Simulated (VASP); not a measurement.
A run of VASP 6.6.1 is set up as follows.

The input INCAR:

```
SYSTEM = Si
PREC     = Accurate       ! precision mode
ENCUT    = 500            ! plane-wave cutoff, eV
EDIFF    = 1E-6           ! SCF threshold, eV
ISMEAR   = -1             ! smearing method
SIGMA    = 0.1            ! smearing width, eV
LREAL    = .FALSE.        ! projectors in reciprocal space
LASPH    = .TRUE.         ! aspherical terms in the spheres
NELM     = 120            ! most SCF steps
ALGO     = Normal         ! electronic algorithm
ISIF     = 2              ! what is computed and relaxed
LWAVE    = .FALSE.        ! write WAVECAR
LCHARG   = .FALSE.        ! write CHGCAR
GGA      = B5             ! functional
ALDAX    = 1.0          
AGGAX    = 1.0          
AGGAC    = 1.0          
ALDAC    = 0.0          
NBANDS   = 16             ! bands
GGA_COMPAT= .FALSE.
```

File KPOINTS:

```
regular mesh
0
G
  8 8 4
  0 0 0
```

POSCAR

```
Si
1.0
    3.8313174600      0.0000000000      0.0000000000
   -1.9156587300      3.3180182500      0.0000000000
    0.0000000000      0.0000000000      6.3326220000
Si
4
Direct
    0.3333333333      0.6666666667      0.0630095000
    0.6666666667      0.3333333333      0.5630095000
    0.3333333333      0.6666666667      0.4369905000
    0.6666666667      0.3333333333      0.9369905000
```

Potentials or basis: VASP PAW PBE potentials, release 64 (Si).

The run is started by

```bash
$ cat potpaw_PBE.64/Si/POTCAR > POTCAR
$ mpirun -np 1 vasp_std > vasp.out
```

**Question.** Predict the pressure.

**Answer.** 4.6 GPa.

**Question.** Predict the band gap on the k mesh.

**Answer.** 0.66 eV (least direct gap 1.17 eV).

Stress tensor (GPa, compression positive):
```
4.53 0.00 0.00
0.00 4.53 0.00
0.00 0.00 4.63
```

Caveat: the cell stands under pressure; the PAW data sets were made with another functional, which shifts forces and pressure a little. A k mesh can miss the band edges.
